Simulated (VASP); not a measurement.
# Sb2Se3 (R-3m) in VASP: notebook

Aim: see how the results for Sb2Se3 move with the level of theory and the settings. Levels: PBE+D4, r2SCAN. Tasks: relaxation of cell and atoms, single point.

Everything below comes from runs of VASP 6.6.1. Logs are shortened: lines on timing, memory, paths and dates and some standing lists are left out, and cuts for length are marked.

**1. The cell of the first run**

It takes space group R-3m (No. 166, trigonal). The conventional cell has a = 4.026 Å, b = 4.026 Å, c = 28.060 Å, α = 90.00°, β = 90.00°, γ = 120.00°. Sb (site symmetry 3m) has 6 Se at 2.80 to 2.98 Å within 3.7 Å. Se (site symmetry 3m) has 3 Sb at 2.80 Å and 3 Se at 3.42 Å within 3.7 Å. Within 4.2 Å of Se (site symmetry -3m) lie 6 Sb at 2.98 Å and 12 Se at 4.03 to 4.14 Å.

**2. Relaxation of cell and atoms, PBE+D4**

INCAR

```
PREC = Accurate
ENCUT = 600
EDIFF = 1E-6
ISMEAR = -1
SIGMA = 0.02
LREAL = False
LASPH = True
NELM = 60
ALGO = Normal
ISIF = 3
LWAVE = False
LCHARG = False
GGA = PE
IVDW = 13
IBRION = 2
NSW = 80
EDIFFG = -0.005
```

KPOINTS

```
regular mesh
0
Gamma
  6 6 6
```

POSCAR

```
Sb2Se3
1.0
    2.0127979120      1.1620894163      9.3533255668
   -2.0127979120      1.1620894163      9.3533255668
    0.0000000000     -2.3241788326      9.3533255668
Sb Se
2 3
Direct
    0.3997420428      0.3997420428      0.3997420428
    0.6002579572      0.6002579572      0.6002579572
    0.2112520654      0.2112520654      0.2112520654
    0.7887479346      0.7887479346      0.7887479346
    0.0000000000      0.0000000000      0.0000000000
```

Potentials or basis: VASP PAW PBE potentials, release 64 (Sb, Se).

Started as:

```sh
$ cat potpaw_PBE.64/Sb/POTCAR potpaw_PBE.64/Se/POTCAR > POTCAR
$ mpirun -np 1 vasp_std > vasp.out
```

OUTCAR:

```text
PREC = Accurate
   ENCUT = 600
   EDIFF = 1E-6
   ISMEAR = -1
   LREAL = False
   LASPH = True
   NELM = 60
   ISIF = 3
   GGA = PE
   IVDW = 13
   IBRION = 2
   NSW = 80
   EDIFFG = -0.005

 ion  position               nearest neighbor table
   1  0.400  0.400  0.400-   4 2.80   4 2.80   4 2.80   5 2.98   5 2.98   5 2.98
   2  0.600  0.600  0.600-   3 2.80   3 2.80   3 2.80   5 2.98   5 2.98   5 2.98
   3  0.211  0.211  0.211-   2 2.80   2 2.80   2 2.80
   4  0.789  0.789  0.789-   1 2.80   1 2.80   1 2.80
   5  0.000  0.000  0.000-   2 2.98   1 2.98   2 2.98   2 2.98   1 2.98   1 2.98

  LATTYP: Found a trigonal (rhomboedric) cell.
 ALAT       =     9.6377645958
 COS(alpha) =     0.9127676217

  Lattice vectors:

 A1 = (   2.0127979120,   1.1620894163,   9.3533255668)
 A2 = (  -2.0127979120,   1.1620894163,   9.3533255668)
 A3 = (   0.0000000000,  -2.3241788326,   9.3533255668)

Analysis of symmetry for initial positions (statically):
=====================================================================
 Subroutine PRICEL returns:
 Original cell was already a primitive cell.

 Routine SETGRP: Setting up the symmetry group for a
 trigonal (rhombohedral) supercell.

 Subroutine GETGRP returns: Found 12 space group operations
 (whereof 12 operations were pure point group operations)
 out of a pool of 12 trial point group operations.

The static configuration has the point symmetry D_3d.

Analysis of symmetry for dynamics (positions and initial velocities):
=====================================================================
 Subroutine PRICEL returns:
 Original cell was already a primitive cell.

 Routine SETGRP: Setting up the symmetry group for a
 trigonal (rhombohedral) supercell.

 Subroutine GETGRP returns: Found 12 space group operations
 (whereof 12 operations were pure point group operations)
 out of a pool of 12 trial point group operations.

The dynamic configuration has the point symmetry D_3d.

 Subroutine INISYM returns: Found 12 space group operations
 (whereof 12 operations are pure point group operations),
 and found     1 'primitive' translations

----------------------------------------------------------------------------------------

                                     Primitive cell

  volume of cell :     131.2674

  direct lattice vectors                    reciprocal lattice vectors
     2.012797912  1.162089416  9.353325567     0.248410433  0.143419830  0.035637948
    -2.012797912  1.162089416  9.353325567    -0.248410433  0.143419830  0.035637948
     0.000000000 -2.324178833  9.353325567     0.000000000 -0.286839660  0.035637948

  length of vectors
     9.637764596  9.637764596  9.637764596     0.289045073  0.289045073  0.289045073

  position of ions in fractional coordinates (direct lattice)
     0.399742043  0.399742043  0.399742043
     0.600257957  0.600257957  0.600257957
     0.211252065  0.211252065  0.211252065
     0.788747935  0.788747935  0.788747935
     0.000000000  0.000000000  0.000000000

  ion indices of the primitive-cell ions
   primitive index   ion index
                 1           1
                 2           2
                 3           3
                 4           4
                 5           5

----------------------------------------------------------------------------------------

 KPOINTS: regular mesh

Automatic generation of k-mesh.
 Grid dimensions read from file:
 generate k-points for:    6    6    6

 Generating k-lattice:

  Cartesian coordinates                     Fractional coordinates (reciprocal lattice)
     0.041401739  0.023903305  0.005939658     0.166666667 -0.000000000 -0.000000000
    -0.041401739  0.023903305  0.005939658    -0.000000000  0.166666667 -0.000000000
     0.000000000 -0.047806610  0.005939658    -0.000000000 -0.000000000  0.166666667

  Length of vectors
     0.048174179  0.048174179  0.048174179

  Shift w.r.t. Gamma in fractional coordinates (k-lattice)
     0.000000000  0.000000000  0.000000000

 Subroutine IBZKPT returns following result:
 ===========================================

 Found     32 irreducible k-points:

 Following reciprocal coordinates:
            Coordinates               Weight
  0.000000  0.000000  0.000000      1.000000
  0.166667 -0.000000  0.000000      6.000000
  0.333333  0.000000 -0.000000      6.000000
  0.500000  0.000000  0.000000      3.000000
  0.166667  0.166667  0.000000      6.000000
  0.333333  0.166667  0.000000     12.000000
[... 16 lines left out ...]
  0.500000  0.500000  0.166667      6.000000
 -0.333333  0.500000  0.166667     12.000000
 [... further k-points ...]
   k-points           NKPTS =     32   k-points in BZ     NKDIM =     32   number of bands    NBANDS=     18
   number of dos      NEDOS =    301   number of ions     NIONS =      5
   total plane-waves  NPLWV = 512000
   dimension x,y,z NGX =    80 NGY =   80 NGZ =   80
   dimension x,y,z NGXF=   160 NGYF=  160 NGZF=  160
   ions per type =               2   3
   NGX,Y,Z   is equivalent  to a cutoff of  13.80, 13.80, 13.80 a.u.
   NGXF,Y,Z  is equivalent  to a cutoff of  27.60, 27.60, 27.60 a.u.
 SYSTEM =  unknown system
   PREC   = accura    normal or accurate (medium, high low for compatibility)
   ISTART =      0    job   : 0-new  1-cont  2-samecut
   ICHARG =      2    charge: 1-file 2-atom 10-const
   ISPIN  =      1    spin polarized calculation?
   LNONCOLLINEAR =      F non collinear calculations
   LSORBIT =      F    spin-orbit coupling
   LASPH  =      T    aspherical Exc in radial PAW
   ENCUT  =  600.0 eV  44.10 Ry    6.64 a.u.  19.25 19.25 19.25*2*pi/ulx,y,z
   NELM   =     60;   NELMIN=  2; NELMDL= -5     # of ELM steps
   EDIFF  = 0.1E-05   stopping-criterion for ELM
   LREAL  =      F    real-space projection
   EDIFFG = -.5E-02   stopping-criterion for IOM
   NSW    =     80    number of steps for IOM
   IBRION =      2    ionic relax: 0-MD 1-quasi-New 2-CG
   NFREE  =      1    steps in history (QN), initial steepest desc. (CG)
   ISIF   =      3    stress and relaxation
   ISYM   =      2    0-nonsym 1-usesym 2-fastsym
   POTIM  = 0.5000    time-step for ionic-motion
   TEBEG  =    0.0;   TEEND  =   0.0 temperature during run
   PSTRESS=    0.0 pullay stress
   NELECT =      28.0000    total number of electrons
   NUPDOWN=      -1.0000    fix difference up-down
   EMIN   =  10.00;   EMAX   =-10.00  energy-range for DOS
   EFERMI =   0.00;   METHOD = LEGACY
   ISMEAR =    -1;   SIGMA  =   0.02  broadening in eV -4-tet -1-fermi 0-gaus
   EFERMI_NEDOS =   21; number of points for ismear=-14 and -15
   IALGO  =     38    algorithm
   IMIX   =      4    mixing-type and parameters
     AMIX     =   0.40;   BMIX     =  1.00
     AMIX_MAG =   1.60;   BMIX_MAG =  1.00
  volume/ion in A,a.u.               =      26.25       177.17
  Fermi-wavevector in a.u.,A,eV,Ry     =   0.978157  1.848448 13.017929  0.956791
  Thomas-Fermi vector in A             =   2.108910
   LORBIT       =      0    0 simple, 1 ext, 2 COOP (PROOUT), +10 PAW based schemes
   GGA     = PE    functional components
   LHFCALC =     F    Hartree Fock is set to
   AEXX    =    0.0000 exact exchange contribution
   IVDW    =    13    specifies the selected vdW correction
   LEPSILON=     F    determine dielectric tensor
   LRPA    =     F    only Hartree local field effects (RPA)
 conjugate gradient relaxation of ions
 non-spin polarized calculation
  energy-cutoff  :      600.00
  volume of cell :      131.27
 maximum number of plane-waves:      4398
 NGX is ok and might be reduce to    80
   NGX = 39   NGY = 39   NGZ = 39

--------------------------------------- Ionic step        1  -------------------------------------------

 number of electron      28.0000000 magnetization

 Free energy of the ion-electron system (eV)
  ---------------------------------------------------
  ext. energy  EPLUGINS =         0.00000000
  ---------------------------------------------------
  free energy    TOTEN  =       -20.02952288 eV

  energy without entropy =      -20.02951841  energy(sigma->0) =      -20.02952064

------------------------ aborting loop because EDIFF is reached ----------------------------------------

  DFT-D4 for vdW energy calculation

  Edisp (eV):   -2.22593

  FORCE on cell =-STRESS in cart. coord.  units (eV):
  Direction    XX          YY          ZZ          XY          YZ          ZX
  --------------------------------------------------------------------------------------
  -------------------------------------------------------------------------------------
  Total      -0.12313    -0.12313    -0.11538     0.00000     0.00000     0.00000
  in kB      -1.50291    -1.50291    -1.40832     0.00000     0.00000     0.00000
  external pressure =       -1.47 kB  Pullay stress =        0.00 kB
[... 153 lines left out ...]
  energy  without entropy=      -22.2558579697  energy(sigma->0) =      -22.25585975

--------------------------------------- Ionic step        5  -------------------------------------------

 number of electron      28.0000000 magnetization

 Free energy of the ion-electron system (eV)
  ---------------------------------------------------
  ext. energy  EPLUGINS =         0.00000000
  ---------------------------------------------------
  free energy    TOTEN  =       -20.02282670 eV

  energy without entropy =      -20.02282311  energy(sigma->0) =      -20.02282491

 E-fermi :   5.6930     XC(G=0):  -9.5661

 val. band max:        5.5593495547   @ k =   0.0000   0.0000   0.0000
 cond. band min:       5.8265570528   @ k =   0.0000   0.0000   0.0000
 fundamental gap:      0.2672074980
 Fermi energy:         5.6930017247

 k-point     1 :       0.0000    0.0000    0.0000
  band No.  band energies     occupation
      1      -9.1396      2.00000
      2      -8.2272      2.00000
      3      -7.8693      2.00000
      4      -3.3031      2.00000
      5      -2.2666      2.00000
      6       3.2379      2.00000
[... 10 lines left out ...]
     17       6.4495      0.00000
     18       7.5830      0.00000
[... 466 lines left out ...]
      2      -7.5576      2.00000
      3      -7.1899      2.00000
      4      -4.0270      2.00000
      5      -3.7422      2.00000
      6       0.0743      2.00000
[... 10 lines left out ...]
     17       7.4083      0.00000
     18       9.0037      0.00000

 [... further k-points ...]

------------------------ aborting loop because EDIFF is reached ----------------------------------------

  DFT-D4 for vdW energy calculation

  Edisp (eV):   -2.23304

  FORCE on cell =-STRESS in cart. coord.  units (eV):
  Direction    XX          YY          ZZ          XY          YZ          ZX
  --------------------------------------------------------------------------------------
  -------------------------------------------------------------------------------------
  Total       0.00511     0.00511    -0.00218     0.00000     0.00000     0.00000
  in kB       0.06255     0.06255    -0.02664     0.00000     0.00000     0.00000
  external pressure =        0.03 kB  Pullay stress =        0.00 kB
[... 20 lines left out ...]
  FREE ENERGIE OF THE ION-ELECTRON SYSTEM (eV)
  ---------------------------------------------------
  free  energy   TOTEN  =       -22.2558621839 eV

  energy  without entropy=      -22.2558585960  energy(sigma->0) =      -22.25586039

 reached required accuracy - stopping structural energy minimisation
```

It took 19 min on 1 thread of AMD EPYC 7R13 (Zen 3), shared host; peak memory 1 GiB.

What came out:

| Property | Result |
| --- | --- |
| Free energy | -22.2559 eV |
| Relaxed volume | 26.17 Å³/atom |
| Relaxed cell | a = 9.628 Å, b = 9.628 Å, c = 9.628 Å, α = 24.11°, β = 24.11°, γ = 24.11° |
| Space group after relaxing (to 0.1 Å) | R-3m (No. 166) |
| Energy gained by relaxing | 0.1 meV/atom |
| Ionic steps | 5 |
| Pressure after relaxing | 0.0 GPa |
| Largest force after relaxing | 0.004 eV/Å |
| Band gap on the k mesh | 0.27 eV |
| Dispersion energy per atom | -0.447 eV |

Forces in eV/Å, atoms in the order of the input:
```
Sb   0.000  0.000 -0.001
Sb   0.000  0.000  0.001
Se   0.000  0.000  0.004
Se   0.000  0.000 -0.004
Se   0.000  0.000  0.000
```

Step by step:
```tsv
step	energy change (eV)	largest force (eV/Å)	pressure (GPa)	volume (Å³)
1	0.0000	0.0492	-0.15	131.27
2	-0.0003	0.0282	0.05	130.81
3	-0.0003	0.0277	0.05	130.80
4	-0.0004	0.0060	0.00	130.86
5	-0.0004	0.0039	0.00	130.85
```

Final structure:
```
Sb Se
1.0
     2.01058    1.16081    9.34423
    -2.01058    1.16081    9.34423
     0.00000   -2.32161    9.34423
Sb Se
2 3
Direct
  0.39959 0.39959 0.39959
  0.60041 0.60041 0.60041
  0.21120 0.21120 0.21120
  0.78880 0.78880 0.78880
  0.00000 0.00000 0.00000
```

Levels at points of the mesh, in eV from the valence-band top:
```
           k point  band 11  band 12  band 13  band 14  band 15  band 16  band 17  band 18
(0.00, 0.00, 0.00)    -2.21    -1.60    -1.60     0.00     0.27     0.89     0.89     2.02
(0.50, 0.00, 0.00)    -3.36    -2.61    -1.64    -0.45     0.52     1.37     2.80     2.83
(0.50, 0.50, 0.00)    -2.24    -2.22    -2.13    -0.98     0.95     1.59     2.12     2.89
(0.50, 0.50, 0.50)    -1.82    -1.82    -1.21    -0.70     0.70     1.23     1.23     2.00
```

Caveat: semilocal functionals underestimate gaps, and a narrow one can read as zero; spin-orbit coupling is left out, which moves the levels of the heavy elements. A k mesh can miss the band edges.

**3. Single point, r2SCAN**

This run uses another cell than the first one, of 27.14 Å³/atom.

POSCAR

```
Sb2Se3
1.0
    2.0131844321      1.1623125738      9.6638242303
   -2.0131844321      1.1623125738      9.6638242303
    0.0000000000     -2.3246251476      9.6638242303
Sb Se
2 3
Direct
    0.3980138049      0.3980138049      0.3980138049
    0.6019861951      0.6019861951      0.6019861951
    0.2152848338      0.2152848338      0.2152848338
    0.7847151662      0.7847151662      0.7847151662
    0.0000000000      0.0000000000      0.0000000000
```

INCAR.step1

```
SYSTEM = Sb2Se3
PREC = Accurate
ENCUT = 520
ISMEAR = -1
SIGMA = 0.02
LREAL = .False.
LASPH = .True.
NELM = 100
NBANDS = 22
GGA = PE
ALGO = Normal
EDIFF = 1E-4
LWAVE = .True.
LCHARG = .False.
```

INCAR.step2

```
SYSTEM = Sb2Se3
PREC = Accurate
ENCUT = 520
EDIFF = 1E-6
ISMEAR = -1
SIGMA = 0.02
LREAL = .False.
LASPH = .True.
NELM = 100
ALGO = Normal
ISIF = 2
LWAVE = .False.
LCHARG = .False.
METAGGA = R2SCAN
LMIXTAU = .True.
NBANDS = 22
ISTART = 1
```

KPOINTS

```
Automatic mesh
0
Gamma
  8 8 8
  0 0 0
```

Potentials or basis: VASP PAW PBE potentials, release 64 (Sb, Se).

Started as:

```sh
$ cat potpaw_PBE.64/Sb/POTCAR potpaw_PBE.64/Se/POTCAR > POTCAR
$ cp INCAR.step1 INCAR
$ mpirun -np 1 vasp_std > vasp.out
$ cp INCAR.step2 INCAR
$ mpirun -np 1 vasp_std > vasp.out
```

Wall time 42 min (1 thread of Intel Xeon 6975P-C (Granite Rapids), shared host); peak memory 1.2 GiB.

Results (log left out):

```
Free energy            : -95.6451 eV
Pressure               : 0.9 GPa
Largest force          : 0.019 eV/Å
Band gap on the k mesh : 0.17 eV
```

Forces in eV/Å, atoms in the order of the input:
```
Sb   0.000  0.000  0.007
Sb   0.000  0.000 -0.007
Se   0.000  0.000  0.019
Se   0.000  0.000 -0.019
Se   0.000  0.000  0.000
```

Levels at points of the mesh, in eV from the valence-band top:
```
           k point  band 10  band 11  band 12  band 13  band 14  band 15  band 16  band 17  band 18  band 19
(0.00, 0.00, 0.00)    -2.41    -2.30    -1.85    -1.85     0.00     0.17     0.99     0.99     2.12     2.37
(0.50, 0.00, 0.00)    -3.64    -3.37    -2.59    -1.94    -0.70     0.68     1.59     2.74     2.93     3.75
(0.50, 0.50, 0.00)    -3.36    -2.47    -2.35    -2.22    -1.14     1.11     1.61     2.09     3.00     3.42
(0.50, 0.50, 0.50)    -2.26    -1.96    -1.96    -1.17    -0.76     0.53     1.19     1.19     2.13     2.13
```

Caveat: semilocal functionals underestimate gaps, and a narrow one can read as zero; the PAW data sets were made with another functional, which shifts forces and pressure a little; spin-orbit coupling is left out, which moves the levels of the heavy elements.
